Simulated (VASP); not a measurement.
# Ba (R-3m) in VASP: further runs

Ba is run at these levels: PBEsol; tasks: single point.

All numbers are computed with VASP 6.6.1; they aren't measurements. Logs are shortened: lines on timing, memory, paths and dates and some standing lists are left out, and cuts for length are marked.

### 1 The cell of the first run

It takes space group R-3m (No. 166, trigonal). The conventional cell has a = 3.574 Å, b = 3.574 Å, c = 15.872 Å, α = 90.00°, β = 90.00°, γ = 120.00°. Ba (site symmetry -3m) has 6 Ba at 3.57 Å within 4.7 Å.

### 2 Single point, PBEsol (58.52 Å³/atom)

INCAR reads:

```
ALGO = Fast
EDIFF = 1E-7
ENCUT = 520
GGA = PS
ISIF = 2
ISMEAR = 0
LASPH = True
LCHARG = False
LREAL = False
LWAVE = False
NBANDS = 11
NELM = 80
PREC = Accurate
SIGMA = 0.15
```

KPOINTS reads:

```
k-points
0
Gamma
  14 14 14
```

POSCAR reads:

```
Ba
1.0
    1.3699742750      3.8969804388      3.8969804388
    3.8969804388      1.3699742750      3.8969804388
    3.8969804388      3.8969804388      1.3699742750
Ba
1
Direct
    0.0000000000      0.0000000000      0.0000000000
```

Potentials or basis: VASP PAW PBE potentials, release 64 (Ba_sv).

Launch:

```sh
> cat potpaw_PBE.64/Ba_sv/POTCAR > POTCAR
> mpirun -np 1 vasp_std > vasp.out
```

OUTCAR:

```text
EDIFF = 1E-7
   ENCUT = 520
   GGA = PS
   ISIF = 2
   ISMEAR = 0
   LASPH = True
   LREAL = False
   NELM = 80
   PREC = Accurate

 ion  position               nearest neighbor table
   1  0.000  0.000  0.000-

  LATTYP: Found a trigonal (rhomboedric) cell.
 ALAT       =     5.6788856825
 COS(alpha) =     0.8019903529

  Lattice vectors:

 A1 = (   1.3699742750,   3.8969804388,   3.8969804388)
 A2 = (   3.8969804388,   1.3699742750,   3.8969804388)
 A3 = (   3.8969804388,   3.8969804388,   1.3699742750)

Analysis of symmetry for initial positions (statically):
=====================================================================
 Subroutine PRICEL returns:
 Original cell was already a primitive cell.

 Routine SETGRP: Setting up the symmetry group for a
 trigonal (rhombohedral) supercell.

 Subroutine GETGRP returns: Found 12 space group operations
 (whereof 12 operations were pure point group operations)
 out of a pool of 12 trial point group operations.

The static configuration has the point symmetry D_3d.

Analysis of symmetry for dynamics (positions and initial velocities):
=====================================================================
 Subroutine PRICEL returns:
 Original cell was already a primitive cell.

 Routine SETGRP: Setting up the symmetry group for a
 trigonal (rhombohedral) supercell.

 Subroutine GETGRP returns: Found 12 space group operations
 (whereof 12 operations were pure point group operations)
 out of a pool of 12 trial point group operations.

The dynamic configuration has the point symmetry D_3d.

 Subroutine INISYM returns: Found 12 space group operations
 (whereof 12 operations are pure point group operations),
 and found     1 'primitive' translations

----------------------------------------------------------------------------------------

                                     Primitive cell

  volume of cell :      58.5187

  direct lattice vectors                    reciprocal lattice vectors
     1.369974275  3.896980439  3.896980439    -0.227442319  0.168282873  0.168282873
     3.896980439  1.369974275  3.896980439     0.168282873 -0.227442319  0.168282873
     3.896980439  3.896980439  1.369974275     0.168282873  0.168282873 -0.227442319

  length of vectors
     5.678885683  5.678885683  5.678885683     0.329193346  0.329193346  0.329193346

  position of ions in fractional coordinates (direct lattice)
     0.000000000  0.000000000  0.000000000

  ion indices of the primitive-cell ions
   primitive index   ion index
                 1           1

----------------------------------------------------------------------------------------
[... 76 lines left out ...]
   ISIF   =      2    stress and relaxation
   ISYM   =      2    0-nonsym 1-usesym 2-fastsym
   POTIM  = 0.5000    time-step for ionic-motion
   TEBEG  =    0.0;   TEEND  =   0.0 temperature during run
   PSTRESS=    0.0 pullay stress
   NELECT =      10.0000    total number of electrons
   NUPDOWN=      -1.0000    fix difference up-down
   EMIN   =  10.00;   EMAX   =-10.00  energy-range for DOS
   EFERMI =   0.00;   METHOD = LEGACY
   ISMEAR =     0;   SIGMA  =   0.15  broadening in eV -4-tet -1-fermi 0-gaus
   EFERMI_NEDOS =   21; number of points for ismear=-14 and -15
   IALGO  =     68    algorithm
   IMIX   =      4    mixing-type and parameters
     AMIX     =   0.40;   BMIX     =  1.00
     AMIX_MAG =   1.60;   BMIX_MAG =  1.00
  volume/ion in A,a.u.               =      58.52       394.90
  Fermi-wavevector in a.u.,A,eV,Ry     =   0.908469  1.716757 11.229097  0.825315
  Thomas-Fermi vector in A             =   2.032399
   LORBIT       =      0    0 simple, 1 ext, 2 COOP (PROOUT), +10 PAW based schemes
   GGA     = PS    functional components
   LHFCALC =     F    Hartree Fock is set to
   AEXX    =    0.0000 exact exchange contribution
   IVDW    =     0    specifies the selected vdW correction
   LEPSILON=     F    determine dielectric tensor
   LRPA    =     F    only Hartree local field effects (RPA)
 non-spin polarized calculation
 RMM-DIIS sequential band-by-band and
 Gauss-broadening in eV      SIGMA  =   0.15
  energy-cutoff  :      520.00
  volume of cell :       58.52
 maximum number of plane-waves:      1606
   NGX = 21   NGY = 21   NGZ = 21

 number of electron      10.0000000 magnetization

 Free energy of the ion-electron system (eV)
  ---------------------------------------------------
  ext. energy  EPLUGINS =         0.00000000
  ---------------------------------------------------
  free energy    TOTEN  =        -1.29890406 eV

  energy without entropy =       -1.26483726  energy(sigma->0) =       -1.28187066

 E-fermi :   1.5029     XC(G=0):  -7.5140

 val. band max:        1.4970961128   @ k =   0.3571   0.2857   0.2857
 cond. band min:       1.5039704714   @ k =  -0.4286   0.1429   0.0714
 fundamental gap:      0.0068743585
 Fermi energy:         1.5028754758

 k-point     1 :       0.0000    0.0000    0.0000
  band No.  band energies     occupation
      1     -27.3220      2.00000
      2     -12.5101      2.00000
      3     -11.3349      2.00000
      4     -11.3349      2.00000
      5      -0.6719      2.00000
      6       1.2741      1.96901
      7       3.9558      0.00000
      8       3.9558      0.00000
      9       5.7967      0.00000
     10       7.2481      0.00000
     11       7.2481      0.00000
[... 309 lines left out ...]
 k-point    24 :       0.2857    0.1429    0.0000
  band No.  band energies     occupation
      1     -27.1497      2.00000
      2     -12.4647      2.00000
      3     -12.3242      2.00000
      4     -11.6838      2.00000
      5       0.8139      2.00000
      6       2.5155      0.00000
      7       2.5731      0.00000
      8       3.4143      0.00000
      9       5.8975      0.00000
     10       6.2425      0.00000
     11       8.5625      0.00000

 [... further k-points ...]
[... 5 lines left out ...]
  --------------------------------------------------------------------------------------
  -------------------------------------------------------------------------------------
  Total        0.9846357      0.9846357      0.9846357     -1.2136249     -1.2136249     -1.2136249
  in kB       26.9582400     26.9582400     26.9582400    -33.2277120    -33.2277120    -33.2277120
  external PRESSURE =      26.9582400 kB  Pullay stress =       0.0000000 kB

 VOLUME and BASIS-vectors are now :
 -----------------------------------------------------------------------------
  energy-cutoff  :      520.00
  volume of cell :       58.52
      direct lattice vectors                 reciprocal lattice vectors
     1.369974275  3.896980439  3.896980439    -0.227442319  0.168282873  0.168282873
     3.896980439  1.369974275  3.896980439     0.168282873 -0.227442319  0.168282873
     3.896980439  3.896980439  1.369974275     0.168282873  0.168282873 -0.227442319

 POSITION                                       TOTAL-FORCE (eV/Angst)
 -----------------------------------------------------------------------------------
      0.00000      0.00000      0.00000         0.000000      0.000000     -0.000000
 -----------------------------------------------------------------------------------
    total drift:                               -0.000000     -0.000000     -0.000000

  FREE ENERGIE OF THE ION-ELECTRON SYSTEM (eV)
  ---------------------------------------------------
  free  energy   TOTEN  =        -1.2989040633 eV

  energy  without entropy=       -1.2648372566  energy(sigma->0) =       -1.28187066
```

OSZICAR:

```text
N       E                     dE             d eps       ncg     rms          rms(c)
DAV:   1     0.581353587393E+02    0.58135E+02   -0.43307E+03  6336   0.757E+02
DAV:   2     0.136473909984E+01   -0.56771E+02   -0.55158E+02  7827   0.142E+02
DAV:   3    -0.159022998200E+01   -0.29550E+01   -0.29155E+01  8400   0.329E+01
DAV:   4    -0.167553384685E+01   -0.85304E-01   -0.85163E-01  7894   0.511E+00
DAV:   5    -0.167848406305E+01   -0.29502E-02   -0.29498E-02  8716   0.725E-01    0.407E+00
RMM:   6    -0.134737707475E+01    0.33111E+00   -0.13481E-01  6633   0.192E+00    0.201E+00
RMM:   7    -0.130193257767E+01    0.45444E-01   -0.91717E-02  7322   0.167E+00    0.433E-01
RMM:   8    -0.131072523960E+01   -0.87927E-02   -0.26601E-02  6781   0.942E-01    0.483E-01
RMM:   9    -0.129879238456E+01    0.11933E-01   -0.91505E-03  7823   0.522E-01    0.519E-02
RMM:  10    -0.129889815243E+01   -0.10577E-03   -0.12490E-03  9284   0.165E-01    0.495E-02
RMM:  11    -0.129890729660E+01   -0.91442E-05   -0.16345E-04  9706   0.585E-02    0.294E-02
RMM:  12    -0.129890317756E+01    0.41190E-05   -0.43762E-05  9553   0.323E-02    0.361E-03
RMM:  13    -0.129890391238E+01   -0.73482E-06   -0.83177E-06 10328   0.114E-02    0.212E-03
RMM:  14    -0.129890399924E+01   -0.86864E-07   -0.21283E-06  9711   0.565E-03    0.448E-04
RMM:  15    -0.129890406329E+01   -0.64045E-07   -0.56129E-07  8259   0.241E-03
   1 F= -.12989041E+01 E0= -.12818707E+01  d E =-.340668E-01
```

stdout:

```text
POSCAR found type information on POSCAR Ba
 POSCAR found :  1 types and       1 ions
 scaLAPACK will be used
 -----------------------------------------------------------------------------
|                                                                             |
|                                                                             |
|     You enforced a specific xc type in the INCAR file but a different       |
|     I HOPE YOU KNOW WHAT YOU ARE DOING!                                     |
|                                                                             |
 -----------------------------------------------------------------------------

 LDA part: xc-table for (Slater+PW92), standard interpolation
 POSCAR, INCAR and KPOINTS ok, starting setup
 FFT: planning ... GRIDC
 FFT: planning ... GRID_SOFT
 FFT: planning ... GRID
 WAVECAR not read
 entering main loop
WARNING in EDDRMM: call to ZHEGV failed, returncode =   8  4     10
WARNING in EDDRMM: call to ZHEGV failed, returncode =   6  3      5
WARNING in EDDRMM: call to ZHEGV failed, returncode =   6  3     10
WARNING in EDDRMM: call to ZHEGV failed, returncode =   6  3      5
```

Wall time 12 min (1 thread of Intel Xeon 8259CL, shared host); peak memory 0.39 GiB.

What came out:

| Quantity | Value |
| --- | --- |
| Free energy | -1.2989 eV |
| Pressure | 2.7 GPa |
| Band gap on the k mesh | zero (bands 5 and 6 overlap by 1.20 eV) |

Levels at points of the mesh, in eV from the Fermi level:
```
           k point  band 3  band 4  band 5  band 6  band 7  band 8
(0.00, 0.00, 0.00)  -12.84  -12.84   -2.17   -0.23    2.45    2.45
(0.50, 0.00, 0.00)  -13.61  -13.35   -1.04    0.01    2.47    2.96
(0.50, 0.50, 0.00)  -13.63  -13.35   -1.03   -0.40    3.42    3.53
(0.50, 0.50, 0.50)  -12.84  -12.84   -1.35    0.12    2.37    2.44
```

Caveat: the PAW data sets were made with another functional, which shifts forces and pressure a little; spin-orbit coupling is left out, which moves the levels of the heavy elements.

### 3 Single point, PBEsol (58.52 Å³/atom)

INCAR reads:

```
ALGO     = Fast           # electronic algorithm
EDIFF    = 1E-6           # SCF threshold, eV
ENCUT    = 520            # plane-wave cutoff, eV
GGA      = PS             # functional
ISIF     = 2              # what is computed and relaxed
ISMEAR   = 0              # smearing method
LASPH    = True           # aspherical terms in the spheres
LCHARG   = True           # write CHGCAR
LELF     = True           # ELF
LREAL    = False          # projectors in reciprocal space
LVHAR    = True         
LWAVE    = False          # write WAVECAR
NBANDS   = 11             # bands
NELM     = 60             # most SCF steps
PREC     = Accurate       # precision mode
SIGMA    = 0.15           # smearing width, eV
```

KPOINTS is that of step 2.

POSCAR reads:

```
Ba
1.0
   -1.1235115828      2.6340522392      2.6340522392
    2.6340522392     -1.1235115828      2.6340522392
    2.6340522392      2.6340522392     -1.1235115828
Ba
1
Direct
    0.0000000000      0.0000000000      0.0000000000
```

Potentials or basis: VASP PAW PBE potentials, release 64 (Ba_sv).

Launch:

```sh
> cat potpaw_PBE.64/Ba_sv/POTCAR > POTCAR
> mpirun -np 1 vasp_std > vasp.out
```

Run time: 3.7 min. Hardware: 1 thread of Intel Xeon 8259CL, shared host; peak memory 0.31 GiB.

The run converged. Its results:

```yaml
Free_energy: -1.8621 eV
Pressure: -0.2 GPa
Band_gap_on_the_k_mesh: zero (bands 5 and 6 overlap by 0.12 eV)
```

Stress tensor (GPa, compression positive):
```
-0.19  0.30  0.30
 0.30 -0.19  0.30
 0.30  0.30 -0.19
```

Levels at points of the mesh, in eV from the Fermi level:
| k point | band 2 | band 3 | band 4 | band 5 | band 6 | band 7 | band 8 | band 9 |
| --- | --- | --- | --- | --- | --- | --- | --- | --- |
| (0.00, 0.00, 0.00) | -13.84 | -13.84 | -13.81 | -2.62 | 0.02 | 0.02 | 5.02 | 5.02 |
| (0.50, 0.00, 0.00) | -14.65 | -13.76 | -13.74 | -0.72 | 0.57 | 0.94 | 2.76 | 2.86 |
| (0.50, 0.50, 0.00) | -14.57 | -14.48 | -13.68 | -1.07 | 0.63 | 3.21 | 3.28 | 3.41 |
| (0.50, 0.50, 0.50) | -14.51 | -14.37 | -14.37 | -0.41 | 0.11 | 0.11 | 4.00 | 6.36 |

Caveat: the PAW data sets were made with another functional, which shifts forces and pressure a little; spin-orbit coupling is left out, which moves the levels of the heavy elements.

(Part 1 of 2 ends here.)
